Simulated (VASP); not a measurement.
# ZrB2 (dpbe) (P6/mmm) in VASP: notebook

Runs on ZrB2 (dpbe). Level: PBE. Tasks: single point.

Program: VASP 6.6.1. These are calculated values, not measurements. Logs are shortened: lines on timing, memory, paths and dates and some standing lists are left out, and cuts for length are marked.

**1. The cell of the first run**

The structure is hexagonal, space group P6/mmm (No. 191). The conventional cell has a = 3.168 Å, b = 3.168 Å, c = 3.552 Å, α = 90.00°, β = 90.00°, γ = 120.00°. Zr (site symmetry 6/mmm) has 12 B at 2.55 Å and 6 Zr at 3.17 Å within 3.4 Å. B (site symmetry -6m2) has 3 B at 1.83 Å within 2.4 Å.

**2. Single point, PBE**

INCAR

```
ALGO     = Normal         # electronic algorithm
EDIFF    = 1E-7           # SCF threshold, eV
ENCUT    = 520            # plane-wave cutoff, eV
GGA      = PE             # functional
ISIF     = 2              # what is computed and relaxed
ISMEAR   = 0              # smearing method
LASPH    = T              # aspherical terms in the spheres
LCHARG   = F              # write CHGCAR
LREAL    = F              # projectors in reciprocal space
LWAVE    = F              # write WAVECAR
NBANDS   = 16             # bands
NELM     = 100            # most SCF steps
PREC     = Accurate       # precision mode
SIGMA    = 0.1            # smearing width, eV
```

KPOINTS

```
k-points
0
Gamma
  6 6 6
```

POSCAR

```
ZrB2
1.0
    3.1675246600      0.0000000000      0.0000000000
   -1.5837623300      2.7431568200      0.0000000000
    0.0000000000      0.0000000000      3.5523880600
Zr B
1 2
Direct
    0.0000000000      0.0000000000      0.0000000000
    0.3333333300      0.6666666700      0.5000000000
    0.6666666700      0.3333333300      0.5000000000
```

Potentials or basis: VASP PAW PBE potentials, release 64 (Zr_sv, B).

Command:

```sh
$ cat potpaw_PBE.64/Zr_sv/POTCAR potpaw_PBE.64/B/POTCAR > POTCAR
$ mpirun -np 1 vasp_std > vasp.out
```

OUTCAR:

```text
EDIFF = 1E-7
   ENCUT = 520
   GGA = PE
   ISIF = 2
   ISMEAR = 0
   LASPH = T
   LREAL = F
   NELM = 100
   PREC = Accurate

 ion  position               nearest neighbor table
   1  0.000  0.000  0.000-   2 2.55   3 2.55   2 2.55   3 2.55   2 2.55   2 2.55   3 2.55   3 2.55
                             3 2.55   3 2.55   2 2.55   2 2.55
   2  0.333  0.667  0.500-   3 1.83   3 1.83   3 1.83   1 2.55   1 2.55   1 2.55   1 2.55   1 2.55
                             1 2.55
   3  0.667  0.333  0.500-   2 1.83   2 1.83   2 1.83   1 2.55   1 2.55   1 2.55   1 2.55   1 2.55
                             1 2.55

  LATTYP: Found a hexagonal cell.
 ALAT       =     3.1675246600
 C/A-ratio  =     1.1215028899

  Lattice vectors:

 A1 = (   3.1675246600,   0.0000000000,   0.0000000000)
 A2 = (  -1.5837623300,   2.7431568200,   0.0000000000)
 A3 = (   0.0000000000,   0.0000000000,   3.5523880600)

Analysis of symmetry for initial positions (statically):
=====================================================================
 Subroutine PRICEL returns:
 Original cell was already a primitive cell.

 Routine SETGRP: Setting up the symmetry group for a
 hexagonal supercell.

 Subroutine GETGRP returns: Found 24 space group operations
 (whereof 24 operations were pure point group operations)
 out of a pool of 24 trial point group operations.

The static configuration has the point symmetry D_6h.

Analysis of symmetry for dynamics (positions and initial velocities):
=====================================================================
 Subroutine PRICEL returns:
 Original cell was already a primitive cell.

 Routine SETGRP: Setting up the symmetry group for a
 hexagonal supercell.

 Subroutine GETGRP returns: Found 24 space group operations
 (whereof 24 operations were pure point group operations)
 out of a pool of 24 trial point group operations.

The dynamic configuration has the point symmetry D_6h.

 Subroutine INISYM returns: Found 24 space group operations
 (whereof 24 operations are pure point group operations),
 and found     1 'primitive' translations

----------------------------------------------------------------------------------------

                                     Primitive cell

  volume of cell :      30.8668
[... 83 lines left out ...]
   ISTART =      0    job   : 0-new  1-cont  2-samecut
   ICHARG =      2    charge: 1-file 2-atom 10-const
   ISPIN  =      1    spin polarized calculation?
   LNONCOLLINEAR =      F non collinear calculations
   LSORBIT =      F    spin-orbit coupling
   LASPH  =      T    aspherical Exc in radial PAW
   ENCUT  =  520.0 eV  38.22 Ry    6.18 a.u.   5.89  5.89  6.61*2*pi/ulx,y,z
   NELM   =    100;   NELMIN=  2; NELMDL= -5     # of ELM steps
   EDIFF  = 0.1E-06   stopping-criterion for ELM
   LREAL  =      F    real-space projection
   EDIFFG = 0.1E-05   stopping-criterion for IOM
   NSW    =      0    number of steps for IOM
   IBRION =     -1    ionic relax: 0-MD 1-quasi-New 2-CG
   NFREE  =      0    steps in history (QN), initial steepest desc. (CG)
   ISIF   =      2    stress and relaxation
   ISYM   =      2    0-nonsym 1-usesym 2-fastsym
   POTIM  = 0.5000    time-step for ionic-motion
   TEBEG  =    0.0;   TEEND  =   0.0 temperature during run
   PSTRESS=    0.0 pullay stress
   NELECT =      18.0000    total number of electrons
   NUPDOWN=      -1.0000    fix difference up-down
   EMIN   =  10.00;   EMAX   =-10.00  energy-range for DOS
   EFERMI =   0.00;   METHOD = LEGACY
   ISMEAR =     0;   SIGMA  =   0.10  broadening in eV -4-tet -1-fermi 0-gaus
   EFERMI_NEDOS =   21; number of points for ismear=-14 and -15
   IALGO  =     38    algorithm
   IMIX   =      4    mixing-type and parameters
     AMIX     =   0.40;   BMIX     =  1.00
     AMIX_MAG =   1.60;   BMIX_MAG =  1.00
  volume/ion in A,a.u.               =      10.29        69.43
  Fermi-wavevector in a.u.,A,eV,Ry     =   1.367735  2.584645 25.452408  1.870699
  Thomas-Fermi vector in A             =   2.493761
   LORBIT       =      0    0 simple, 1 ext, 2 COOP (PROOUT), +10 PAW based schemes
   GGA     = PE    functional components
   LHFCALC =     F    Hartree Fock is set to
   AEXX    =    0.0000 exact exchange contribution
   IVDW    =     0    specifies the selected vdW correction
   LEPSILON=     F    determine dielectric tensor
   LRPA    =     F    only Hartree local field effects (RPA)
 non-spin polarized calculation
 Gauss-broadening in eV      SIGMA  =   0.10
  energy-cutoff  :      520.00
  volume of cell :       30.87
 maximum number of plane-waves:       852
 NGX is ok and might be reduce to    24
   NGX = 11   NGY = 11   NGZ = 13

 number of electron      18.0000000 magnetization

 Free energy of the ion-electron system (eV)
  ---------------------------------------------------
  ext. energy  EPLUGINS =         0.00000000
  ---------------------------------------------------
  free energy    TOTEN  =       -24.92583434 eV

  energy without entropy =      -24.92027598  energy(sigma->0) =      -24.92305516

 E-fermi :  10.1002     XC(G=0): -12.4240

 val. band max:       10.0129711376   @ k =   0.1667   0.1667   0.1667
 cond. band min:      10.1549614391   @ k =   0.1667   0.1667   0.1667
 fundamental gap:      0.1419903015
 Fermi energy:        10.1002297550

 k-point     1 :       0.0000    0.0000    0.0000
  band No.  band energies     occupation
      1     -38.1662      2.00000
      2     -16.3714      2.00000
      3     -15.7859      2.00000
      4     -15.7859      2.00000
      5      -2.2431      2.00000
      6       7.8918      2.00000
[... 433 lines left out ...]
      3     -16.4485      2.00000
      4     -15.9140      2.00000
      5       0.2370      2.00000
      6       4.5978      2.00000
[... 8 lines left out ...]
     15      18.8923      0.00000
     16      22.0894      0.00000

 [... further k-points ...]
[... 5 lines left out ...]
  --------------------------------------------------------------------------------------
  -------------------------------------------------------------------------------------
  Total        0.2421494      0.2421494     -0.3145554      0.0000000     -0.0000000      0.0000000
  in kB       12.5690621     12.5690621    -16.3273847      0.0000000     -0.0000000      0.0000000
  external PRESSURE =       2.9369132 kB  Pullay stress =       0.0000000 kB

 VOLUME and BASIS-vectors are now :
 -----------------------------------------------------------------------------
  energy-cutoff  :      520.00
  volume of cell :       30.87
      direct lattice vectors                 reciprocal lattice vectors
     3.167524660  0.000000000  0.000000000     0.315703935  0.182271752  0.000000000
    -1.583762330  2.743156820  0.000000000     0.000000000  0.364543504  0.000000000
     0.000000000  0.000000000  3.552388060     0.000000000  0.000000000  0.281500777

 POSITION                                       TOTAL-FORCE (eV/Angst)
 -----------------------------------------------------------------------------------
      0.00000      0.00000      0.00000         0.000000      0.000000     -0.000000
     -0.00000      1.82877      1.77619        -0.000000      0.000000     -0.000000
      1.58376      0.91439      1.77619         0.000000     -0.000000      0.000000
 -----------------------------------------------------------------------------------
    total drift:                                0.000000     -0.000000     -0.000000

  FREE ENERGIE OF THE ION-ELECTRON SYSTEM (eV)
  ---------------------------------------------------
  free  energy   TOTEN  =       -24.9258343449 eV

  energy  without entropy=      -24.9202759794  energy(sigma->0) =      -24.92305516
```

Run time: 8.1 s. Hardware: 1 thread of Intel Xeon Platinum 8488C (Sapphire Rapids), shared host; peak memory 0.14 GiB.

Results:

```yaml
Free_energy: -24.9258 eV
Pressure: 0.3 GPa
Band_gap_on_the_k_mesh: zero (band 9 reaches 11.29 eV, above the bottom of band 10 at 10.15 eV)
```

Levels at points of the mesh, in eV from the Fermi level:
```tsv
k point	band 6	band 7	band 8	band 9	band 10	band 11	band 12	band 13
(0.00, 0.00, 0.00)	-2.21	-2.20	-2.20	-2.02	3.77	3.77	4.50	4.50
(0.50, 0.00, 0.00)	-8.13	-3.54	-2.67	-2.28	2.58	2.67	5.34	5.35
(0.00, 0.00, 0.50)	-6.57	-0.56	-0.56	0.76	0.76	1.17	1.17	2.10
(0.50, 0.00, 0.50)	-6.64	-4.19	-3.72	-1.62	4.02	4.46	5.69	6.50
```

Caveat: the k points lie up to 0.38 Å⁻¹ apart.

**3. Single point, PBE**

INCAR

```
PREC = Accurate
ENCUT = 520
EDIFF = 1E-6
ISMEAR = 0
SIGMA = 0.1
LREAL = False
LASPH = True
NELM = 100
ALGO = Normal
ISIF = 2
LWAVE = False
LCHARG = False
GGA = PE
NBANDS = 16
```

KPOINTS

```
Automatic mesh
0
Gamma
  12 12 10
```

POSCAR

```
ZrB2
1.0
    3.1706809589      0.0000000000      0.0000000000
   -1.5853404795      2.7458902577      0.0000000000
    0.0000000000      0.0000000000      3.5435374382
Zr B
1 2
Direct
    0.0000000000      0.0000000000      0.0000000000
    0.3333333333      0.6666666667      0.5000000000
    0.6666666667      0.3333333333      0.5000000000
```

Potentials or basis: VASP PAW PBE potentials, release 64 (Zr_sv, B).

Command:

```sh
$ cat potpaw_PBE.64/Zr_sv/POTCAR potpaw_PBE.64/B/POTCAR > POTCAR
$ mpirun -np 1 vasp_std > vasp.out
```

OUTCAR:

```text
PREC = Accurate
   ENCUT = 520
   EDIFF = 1E-6
   ISMEAR = 0
   LREAL = False
   LASPH = True
   NELM = 100
   ISIF = 2
   GGA = PE

 ion  position               nearest neighbor table
   1  0.000  0.000  0.000-   2 2.55   3 2.55   2 2.55   3 2.55   3 2.55   3 2.55   2 2.55   2 2.55
                             3 2.55   3 2.55   2 2.55   2 2.55
   2  0.333  0.667  0.500-   3 1.83   3 1.83   3 1.83   1 2.55   1 2.55   1 2.55   1 2.55   1 2.55
                             1 2.55
   3  0.667  0.333  0.500-   2 1.83   2 1.83   2 1.83   1 2.55   1 2.55   1 2.55   1 2.55   1 2.55
                             1 2.55

  LATTYP: Found a hexagonal cell.
 ALAT       =     3.1706809589
 C/A-ratio  =     1.1175950795

  Lattice vectors:

 A1 = (   3.1706809589,   0.0000000000,   0.0000000000)
 A2 = (  -1.5853404795,   2.7458902577,   0.0000000000)
 A3 = (   0.0000000000,   0.0000000000,   3.5435374382)

Analysis of symmetry for initial positions (statically):
=====================================================================
 Subroutine PRICEL returns:
 Original cell was already a primitive cell.

 Routine SETGRP: Setting up the symmetry group for a
 hexagonal supercell.

 Subroutine GETGRP returns: Found 24 space group operations
 (whereof 24 operations were pure point group operations)
[... 172 lines left out ...]
 Fermi energy:        10.5835893279

 k-point     1 :       0.0000    0.0000    0.0000
  band No.  band energies     occupation
      1     -38.1606      2.00000
      2     -16.3458      2.00000
      3     -15.7936      2.00000
      4     -15.7936      2.00000
      5      -2.2286      2.00000
      6       7.8833      2.00000
[... 433 lines left out ...]
      3     -16.2459      2.00000
      4     -15.9505      2.00000
      5      -0.1926      2.00000
      6       4.0500      2.00000
[... 8 lines left out ...]
     15      18.1978      0.00000
     16      20.9208      0.00000

 [... further k-points ...]

------------------------ aborting loop because EDIFF is reached ----------------------------------------

  FORCE on cell =-STRESS in cart. coord.  units (eV):
  Direction    XX          YY          ZZ          XY          YZ          ZX
  --------------------------------------------------------------------------------------
  -------------------------------------------------------------------------------------
  Total        0.0215830      0.0215830      0.0259653     -0.0000000     -0.0000000      0.0000000
  in kB        1.1208536      1.1208536      1.3484391     -0.0000000     -0.0000000      0.0000000
  external PRESSURE =       1.1967154 kB  Pullay stress =       0.0000000 kB

 VOLUME and BASIS-vectors are now :
 -----------------------------------------------------------------------------
  energy-cutoff  :      520.00
  volume of cell :       30.85
      direct lattice vectors                 reciprocal lattice vectors
     3.170680959  0.000000000  0.000000000     0.315389663  0.182090307  0.000000000
    -1.585340479  2.745890258  0.000000000     0.000000000  0.364180614  0.000000000
     0.000000000  0.000000000  3.543537438     0.000000000  0.000000000  0.282203876

 POSITION                                       TOTAL-FORCE (eV/Angst)
 -----------------------------------------------------------------------------------
      0.00000      0.00000      0.00000        -0.000000      0.000000      0.000000
     -0.00000      1.83059      1.77177         0.000000      0.000000      0.000000
      1.58534      0.91530      1.77177        -0.000000     -0.000000      0.000000
 -----------------------------------------------------------------------------------
    total drift:                               -0.000000      0.000000     -0.000000

  FREE ENERGIE OF THE ION-ELECTRON SYSTEM (eV)
  ---------------------------------------------------
  free  energy   TOTEN  =       -24.9805093397 eV

  energy  without entropy=      -24.9787546431  energy(sigma->0) =      -24.97963199
```

OSZICAR:

```text
N       E                     dE             d eps       ncg     rms          rms(c)
DAV:   1     0.100805161466E+03    0.10081E+03   -0.97100E+03  3648   0.112E+03
DAV:   2    -0.235684158765E+02   -0.12437E+03   -0.11970E+03  4704   0.289E+02
DAV:   3    -0.276095863901E+02   -0.40412E+01   -0.40252E+01  5664   0.443E+01
DAV:   4    -0.276641546031E+02   -0.54568E-01   -0.54563E-01  4384   0.476E+00
DAV:   5    -0.276654863475E+02   -0.13317E-02   -0.13317E-02  5560   0.471E-01    0.213E+01
DAV:   6    -0.250250688879E+02    0.26404E+01   -0.59308E+00  4744   0.161E+01    0.857E+00
DAV:   7    -0.249813309618E+02    0.43738E-01   -0.60222E-01  4952   0.487E+00    0.315E+00
DAV:   8    -0.249846322726E+02   -0.33013E-02   -0.95658E-02  4336   0.246E+00    0.396E-01
DAV:   9    -0.249808082251E+02    0.38240E-02   -0.19381E-02  4504   0.102E+00    0.215E-01
DAV:  10    -0.249805040475E+02    0.30418E-03   -0.17548E-03  4320   0.383E-01    0.361E-02
DAV:  11    -0.249805116155E+02   -0.75680E-05   -0.59695E-05  4752   0.745E-02    0.113E-02
DAV:  12    -0.249805092949E+02    0.23206E-05   -0.30403E-06  4408   0.151E-02    0.600E-03
DAV:  13    -0.249805093397E+02   -0.44750E-07   -0.27545E-07  2304   0.544E-03
   1 F= -.24980509E+02 E0= -.24979632E+02  d E =-.175470E-02
```

stdout:

```text
POSCAR found type information on POSCAR ZrB
 POSCAR found :  2 types and       3 ions
 scaLAPACK will be used
 LDA part: xc-table for (Slater+PW92), standard interpolation
 POSCAR, INCAR and KPOINTS ok, starting setup
 FFT: planning ... GRIDC
 FFT: planning ... GRID_SOFT
 FFT: planning ... GRID
 WAVECAR not read
 entering main loop
```

Run time: 25 s. Hardware: 1 thread of Intel Xeon Platinum 8488C (Sapphire Rapids), shared host; peak memory 0.17 GiB.

What came out:

```yaml
Free_energy: -24.9805 eV
Pressure: 0.1 GPa
Band_gap_on_the_k_mesh: zero (band 9 reaches 11.04 eV, above the bottom of band 10 at 9.94 eV)
```
